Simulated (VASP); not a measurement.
# CuI (Marshite) (F-43m) in VASP: settings compared, part 2 of 3

VASP 6.6.1.

### Step 3. Single point, revPBE

This run uses another cell than the first one, of 29.23 Å³/atom, 1.049 times its volume.

Input file INCAR:

```
SYSTEM = CuI
PREC     = Accurate       ! precision mode
ENCUT    = 520            ! plane-wave cutoff, eV
EDIFF    = 1E-6           ! SCF threshold, eV
ISMEAR   = -1             ! smearing method
SIGMA    = 0.05           ! smearing width, eV
LREAL    = .False.        ! projectors in reciprocal space
LASPH    = .True.         ! aspherical terms in the spheres
NELM     = 100            ! most SCF steps
ALGO     = Normal         ! electronic algorithm
ISIF     = 2              ! what is computed and relaxed
LWAVE    = .False.        ! write WAVECAR
LCHARG   = .False.        ! write CHGCAR
GGA      = RE             ! functional
NBANDS   = 16             ! bands
```

Input file KPOINTS:

```
Automatic mesh
0
Gamma
  8 8 8
  0 0 0
```

Input file POSCAR:

```
CuI
1.0
    0.0000000000      3.0803513149      3.0803513149
    3.0803513149      0.0000000000      3.0803513149
    3.0803513149      3.0803513149      0.0000000000
I Cu
1 1
Direct
    0.0000000000      0.0000000000      0.0000000000
    0.7500000000      0.7500000000      0.7500000000
```

Potentials or basis: VASP PAW PBE potentials, release 64 (I, Cu).

The run is started by

```
> cat potpaw_PBE.64/I/POTCAR potpaw_PBE.64/Cu/POTCAR > POTCAR
> mpirun -np 1 vasp_std > vasp.out
```

OUTCAR:

```text
SYSTEM = CuI
   PREC = Accurate
   ENCUT = 520
   EDIFF = 1E-6
   ISMEAR = -1
   LREAL = .False.
   LASPH = .True.
   NELM = 100
   ISIF = 2
   GGA = RE

 ion  position               nearest neighbor table
   1  0.000  0.000  0.000-   2 2.67   2 2.67   2 2.67   2 2.67
   2  0.750  0.750  0.750-   1 2.67   1 2.67   1 2.67   1 2.67

  LATTYP: Found a face centered cubic cell.
 ALAT       =     6.1607026298

  Lattice vectors:

 A1 = (   0.0000000000,   3.0803513149,   3.0803513149)
 A2 = (   3.0803513149,   0.0000000000,   3.0803513149)
 A3 = (   3.0803513149,   3.0803513149,   0.0000000000)

Analysis of symmetry for initial positions (statically):
=====================================================================
 Subroutine PRICEL returns:
 Original cell was already a primitive cell.

 Routine SETGRP: Setting up the symmetry group for a
 face centered cubic supercell.

 Subroutine GETGRP returns: Found 24 space group operations
 (whereof 24 operations were pure point group operations)
 out of a pool of 48 trial point group operations.
[... 155 lines left out ...]
  ---------------------------------------------------
  ext. energy  EPLUGINS =         0.00000000
  ---------------------------------------------------
  free energy    TOTEN  =        -4.95221901 eV

  energy without entropy =       -4.95221885  energy(sigma->0) =       -4.95221893

 E-fermi :   4.6424     XC(G=0):  -8.5473

 val. band max:        4.0374239835   @ k =   0.0000   0.0000   0.0000
 cond. band min:       5.1591164441   @ k =   0.0000   0.0000   0.0000
 fundamental gap:      1.1216924606
 Fermi energy:         4.6423608523

 k-point     1 :       0.0000    0.0000    0.0000
  band No.  band energies     occupation
      1      -9.7335      2.00000
      2       0.5961      2.00000
      3       0.5961      2.00000
      4       0.5961      2.00000
      5       2.3949      2.00000
      6       2.3949      2.00000
[... 433 lines left out ...]
      3       0.0738      2.00000
      4       0.5504      2.00000
      5       2.3400      2.00000
      6       2.4069      2.00000
[... 8 lines left out ...]
     15      14.7488      0.00000
     16      15.2322      0.00000

 [... further k-points ...]
[... 5 lines left out ...]
  --------------------------------------------------------------------------------------
  -------------------------------------------------------------------------------------
  Total        0.0129381      0.0129381      0.0129381     -0.0000000     -0.0000000      0.0000000
  in kB        0.3546093      0.3546093      0.3546093     -0.0000000     -0.0000000      0.0000000
  external PRESSURE =       0.3546093 kB  Pullay stress =       0.0000000 kB

 VOLUME and BASIS-vectors are now :
 -----------------------------------------------------------------------------
  energy-cutoff  :      520.00
  volume of cell :       58.46
      direct lattice vectors                 reciprocal lattice vectors
     0.000000000  3.080351315  3.080351315    -0.162319148  0.162319148  0.162319148
     3.080351315  0.000000000  3.080351315     0.162319148 -0.162319148  0.162319148
     3.080351315  3.080351315  0.000000000     0.162319148  0.162319148 -0.162319148

 POSITION                                       TOTAL-FORCE (eV/Angst)
 -----------------------------------------------------------------------------------
      0.00000      0.00000      0.00000         0.000000     -0.000000     -0.000000
      4.62053      4.62053      4.62053        -0.000000      0.000000      0.000000
 -----------------------------------------------------------------------------------
    total drift:                               -0.000002     -0.000002     -0.000002

  FREE ENERGIE OF THE ION-ELECTRON SYSTEM (eV)
  ---------------------------------------------------
  free  energy   TOTEN  =        -4.9522190090 eV

  energy  without entropy=       -4.9522188466  energy(sigma->0) =       -4.95221893
```

OSZICAR:

```text
N       E                     dE             d eps       ncg     rms          rms(c)
DAV:   1     0.953969371195E+02    0.95397E+02   -0.73630E+03   928   0.115E+03
DAV:   2     0.847707592389E+00   -0.94549E+02   -0.85662E+02  1008   0.226E+02
DAV:   3    -0.493123695682E+01   -0.57789E+01   -0.56894E+01  1232   0.595E+01
DAV:   4    -0.510060006779E+01   -0.16936E+00   -0.16928E+00  1144   0.966E+00
DAV:   5    -0.510958648098E+01   -0.89864E-02   -0.89863E-02  1416   0.243E+00    0.470E+00
DAV:   6    -0.504747291312E+01    0.62114E-01   -0.19402E+00  1016   0.366E+01    0.304E+00
DAV:   7    -0.494980870001E+01    0.97664E-01   -0.47972E-01  1008   0.216E+01    0.162E+00
DAV:   8    -0.495278937450E+01   -0.29807E-02   -0.25649E-02  1504   0.168E+00    0.355E-01
DAV:   9    -0.495180146237E+01    0.98791E-03   -0.60724E-03  1208   0.223E+00    0.890E-02
DAV:  10    -0.495216430962E+01   -0.36285E-03   -0.65489E-04  1096   0.178E-01    0.169E-02
DAV:  11    -0.495221159783E+01   -0.47288E-04   -0.76552E-05  1240   0.142E-01    0.144E-02
DAV:  12    -0.495221841653E+01   -0.68187E-05   -0.26377E-05  1096   0.863E-02    0.403E-03
DAV:  13    -0.495221900895E+01   -0.59242E-06   -0.47492E-07  1016   0.105E-02
   1 F= -.49522190E+01 E0= -.49522189E+01  d E =-.162319E-06
```

stdout:

```text
POSCAR found type information on POSCAR I Cu
 POSCAR found :  2 types and       2 ions
 scaLAPACK will be used
 -----------------------------------------------------------------------------
|                                                                             |
|                                                                             |
|     You enforced a specific xc type in the INCAR file but a different       |
|     I HOPE YOU KNOW WHAT YOU ARE DOING!                                     |
|                                                                             |
 -----------------------------------------------------------------------------

 LDA part: xc-table for (Slater+PW92), standard interpolation
 POSCAR, INCAR and KPOINTS ok, starting setup
 FFT: planning ... GRIDC
 FFT: planning ... GRID_SOFT
 FFT: planning ... GRID
 WAVECAR not read
 entering main loop
```

Run time: 27 s. Hardware: 1 thread of Intel Xeon Platinum 8488C (Sapphire Rapids), shared host; peak memory 0.18 GiB.

Results:

* Free energy: -4.9522 eV
* Pressure: 0.0 GPa
* Band gap on the k mesh: 1.12 eV, direct

Levels at points of the mesh, in eV from the valence-band top:
| k point | band 7 | band 8 | band 9 | band 10 | band 11 | band 12 |
| --- | --- | --- | --- | --- | --- | --- |
| (0.00, 0.00, 0.00) | 0.00 | 0.00 | 0.00 | 1.12 | 4.94 | 4.94 |
| (0.50, 0.00, 0.00) | -1.57 | -0.63 | -0.63 | 2.18 | 5.46 | 5.46 |
| (0.50, 0.50, 0.00) | -1.56 | -1.32 | -1.32 | 2.91 | 2.97 | 8.99 |

Caveat: the PAW data sets were made with another functional, which shifts forces and pressure a little; spin-orbit coupling is left out, which moves the levels of the heavy elements.

### Step 4. Single point, BLYP

This run uses another cell than the first one, of 30.54 Å³/atom, 1.096 times its volume.

Input file INCAR:

```
SYSTEM = CuI
PREC = Accurate
ENCUT = 520
EDIFF = 1E-6
ISMEAR = -1
SIGMA = 0.05
LREAL = .False.
LASPH = .True.
NELM = 80
ALGO = Normal
ISIF = 2
LWAVE = .False.
LCHARG = .False.
GGA = B5
ALDAX = 1.0
AGGAX = 1.0
AGGAC = 1.0
ALDAC = 0.0
NBANDS = 16
```

KPOINTS is that of step 3.

Input file POSCAR:

```
CuI
1.0
    0.0000000000      3.1256173525      3.1256173525
    3.1256173525      0.0000000000      3.1256173525
    3.1256173525      3.1256173525      0.0000000000
I Cu
1 1
Direct
    0.0000000000      0.0000000000      0.0000000000
    0.7500000000      0.7500000000      0.7500000000
```

The run is started by

```
> cat potpaw_PBE.64/I/POTCAR potpaw_PBE.64/Cu/POTCAR > POTCAR
> mpirun -np 1 vasp_std > vasp.out
```

Wall time 56 s (1 thread of Intel Xeon Platinum 8488C (Sapphire Rapids), shared host); peak memory 0.21 GiB.

The run converged. Its results:

```
Free energy            : -4.6540 eV
Pressure               : 0.0 GPa
Band gap on the k mesh : 0.99 eV, direct
```

Levels at points of the mesh, in eV from the valence-band top:
```
           k point  band 5  band 6  band 7  band 8  band 9  band 10  band 11  band 12  band 13  band 14
(0.00, 0.00, 0.00)   -1.53   -1.53    0.00    0.00    0.00     0.99     5.07     5.07     5.07     8.16
(0.50, 0.00, 0.00)   -1.51   -1.51   -1.47   -0.58   -0.58     2.13     5.57     5.57     7.36     8.95
(0.50, 0.50, 0.00)   -1.54   -1.48   -1.46   -1.23   -1.23     2.97     3.06     8.72     9.35     9.35
```

Caveat: the PAW data sets were made with another functional, which shifts forces and pressure a little; spin-orbit coupling is left out, which moves the levels of the heavy elements.

### Step 5. Relaxation of cell and atoms, BLYP

Input file INCAR:

```
SYSTEM = CuI
PREC = Accurate ; ENCUT = 600
EDIFF = 1E-6 ; ISMEAR = -1
SIGMA = 0.05 ; LREAL = .False.
LASPH = .True. ; NELM = 80
ALGO = Normal ; ISIF = 3
LWAVE = .False. ; LCHARG = .False.
GGA = B5 ; ALDAX = 1.0
AGGAX = 1.0 ; AGGAC = 1.0
ALDAC = 0.0 ; IBRION = 2
NSW = 80 ; EDIFFG = -0.02
```

Input file KPOINTS:

```
regular mesh
0
Gamma
  8 8 8
  0 0 0
```

Input file POSCAR:

```
CuI
1.0
    0.0000000000      3.0315000000      3.0315000000
    3.0315000000      0.0000000000      3.0315000000
    3.0315000000      3.0315000000      0.0000000000
I Cu
1 1
Direct
    0.0000000000      0.0000000000      0.0000000000
    0.7500000000      0.7500000000      0.7500000000
```

Potentials or basis: VASP PAW PBE potentials, release 64 (I, Cu).

The run is started by

```
> cat potpaw_PBE.64/I/POTCAR potpaw_PBE.64/Cu/POTCAR > POTCAR
> mpirun -np 1 vasp_std > vasp.out
```

OUTCAR:

```text
SYSTEM = CuI
   PREC = Accurate
   ENCUT = 600
   EDIFF = 1E-6
   ISMEAR = -1
   LREAL = .False.
   LASPH = .True.
   NELM = 80
   ISIF = 3
   GGA = B5
   IBRION = 2
   NSW = 80
   EDIFFG = -0.02

 ion  position               nearest neighbor table
   1  0.000  0.000  0.000-   2 2.63   2 2.63   2 2.63   2 2.63
   2  0.750  0.750  0.750-   1 2.63   1 2.63   1 2.63   1 2.63

  LATTYP: Found a face centered cubic cell.
 ALAT       =     6.0630000000

  Lattice vectors:

 A1 = (   0.0000000000,   3.0315000000,   3.0315000000)
 A2 = (   3.0315000000,   0.0000000000,   3.0315000000)
 A3 = (   3.0315000000,   3.0315000000,   0.0000000000)

Analysis of symmetry for initial positions (statically):
=====================================================================
 Subroutine PRICEL returns:
 Original cell was already a primitive cell.

 Routine SETGRP: Setting up the symmetry group for a
 face centered cubic supercell.

 Subroutine GETGRP returns: Found 24 space group operations
 (whereof 24 operations were pure point group operations)
 out of a pool of 48 trial point group operations.

The static configuration has the point symmetry T_d .
[... 170 lines left out ...]
  Total        1.2613763      1.2613763      1.2613763      0.0000000     -0.0000000      0.0000000
  in kB       36.2704159     36.2704159     36.2704159      0.0000000     -0.0000000      0.0000000
  external PRESSURE =      36.2704159 kB  Pullay stress =       0.0000000 kB
[... 95 lines left out ...]
--------------------------------------- Ionic step        4  -------------------------------------------

 number of electron      17.9999987 magnetization

 Free energy of the ion-electron system (eV)
  ---------------------------------------------------
  ext. energy  EPLUGINS =         0.00000000
  ---------------------------------------------------
  free energy    TOTEN  =        -4.65362732 eV

  energy without entropy =       -4.65362666  energy(sigma->0) =       -4.65362699

 E-fermi :   4.3151     XC(G=0):  -8.0167

 val. band max:        3.7799430801   @ k =   0.0000   0.0000   0.0000
 cond. band min:       4.7560600697   @ k =   0.0000   0.0000   0.0000
 fundamental gap:      0.9761169897
 Fermi energy:         4.3150979836

 k-point     1 :       0.0000    0.0000    0.0000
  band No.  band energies     occupation
      1      -9.7048      2.00000
      2       0.5795      2.00000
      3       0.5795      2.00000
      4       0.5795      2.00000
      5       2.2613      2.00000
      6       2.2613      2.00000
      7       3.7799      1.99996
      8       3.7799      1.99996
      9       3.7799      1.99996
     10       4.7561      0.00030
     11       8.8509      0.00000
     12       8.8509      0.00000
     13       8.8509      0.00000
[... 354 lines left out ...]
  band No.  band energies     occupation
      1      -9.2143      2.00000
      2      -0.9372      2.00000
      3       0.1045      2.00000
      4       0.5469      2.00000
      5       2.2120      2.00000
      6       2.2726      2.00000
      7       2.3682      2.00000
      8       2.7228      2.00000
      9       2.9737      2.00000
     10       7.0835      0.00000
     11       8.7064      0.00000
     12       9.9384      0.00000
     13      11.0858      0.00000

 [... further k-points ...]
[... 5 lines left out ...]
  --------------------------------------------------------------------------------------
  -------------------------------------------------------------------------------------
  Total       -0.0029152     -0.0029152     -0.0029152      0.0000000      0.0000000      0.0000000
  in kB       -0.0761587     -0.0761587     -0.0761587      0.0000000      0.0000000      0.0000000
  external PRESSURE =      -0.0761587 kB  Pullay stress =       0.0000000 kB
[... 17 lines left out ...]
  FREE ENERGIE OF THE ION-ELECTRON SYSTEM (eV)
  ---------------------------------------------------
  free  energy   TOTEN  =        -4.6536273193 eV

  energy  without entropy=       -4.6536266629  energy(sigma->0) =       -4.65362699

 reached required accuracy - stopping structural energy minimisation
```

CONTCAR:

```text
CuI
   1.00000000000000
    -0.0000000000000000    3.1299849046623471    3.1299849046623471
     3.1299849046623471   -0.0000000000000000    3.1299849046623471
     3.1299849046623471    3.1299849046623471    0.0000000000000000
  I               Cu
     1     1
Direct
     0.0000000000000000    0.0000000000000000    0.0000000000000000
     0.7500000000000000    0.7500000000000000    0.7500000000000000

  0.00000000E+00  0.00000000E+00  0.00000000E+00
  0.00000000E+00  0.00000000E+00  0.00000000E+00
```

Wall time 2.7 min (1 thread of Intel Xeon Platinum 8488C (Sapphire Rapids), shared host); peak memory 0.22 GiB.

What came out:

```yaml
Free_energy: -4.6536 eV
Relaxed_volume: 30.66 Å³/atom
Relaxed_cell: a = 4.426 Å, b = 4.426 Å, c = 4.426 Å, α = 60.00°, β = 60.00°, γ = 60.00°
Space_group_after_relaxing_to_0.05_Å: F-43m (No. 216)
Energy_gained_by_relaxing: 28.8 meV/atom
Ionic_steps: 4
Pressure_after_relaxing: 0.0 GPa
Band_gap_on_the_k_mesh: 0.98 eV, direct
```

Step by step:
```csv
step,energy change (eV),largest force (eV/Å),pressure (GPa),volume (Å³)
1,0.0000,0.0000,3.63,55.72
2,-0.0575,0.0000,0.23,60.96
3,-0.0576,0.0000,-0.11,61.50
4,-0.0577,0.0000,-0.01,61.33
```

Final structure:
```xyz
2
Lattice="0.0000 3.1300 3.1300 3.1300 0.0000 3.1300 3.1300 3.1300 0.0000" Properties=species:S:1:pos:R:3 pbc="T T T"
I     0.0000    0.0000    0.0000
Cu    4.6950    4.6950    4.6950
```

Levels at points of the mesh, in eV from the valence-band top:
```csv
k point,band 6,band 7,band 8,band 9,band 10,band 11,band 12,band 13
"(0.00, 0.00, 0.00)",-1.52,0.00,0.00,0.00,0.98,5.07,5.07,5.07
"(0.50, 0.00, 0.00)",-1.50,-1.46,-0.57,-0.57,2.13,5.58,5.58,7.35
"(0.50, 0.50, 0.00)",-1.47,-1.45,-1.22,-1.22,2.97,3.07,8.70,9.33
```

Caveat: the PAW data sets were made with another functional, which shifts forces and pressure a little; spin-orbit coupling is left out, which moves the levels of the heavy elements; the volume moved by +10 % from the deposited cell, more than functionals usually miss. BLYP gives volumes clearly too large for solids.

(Continued in part 3 of 3.)
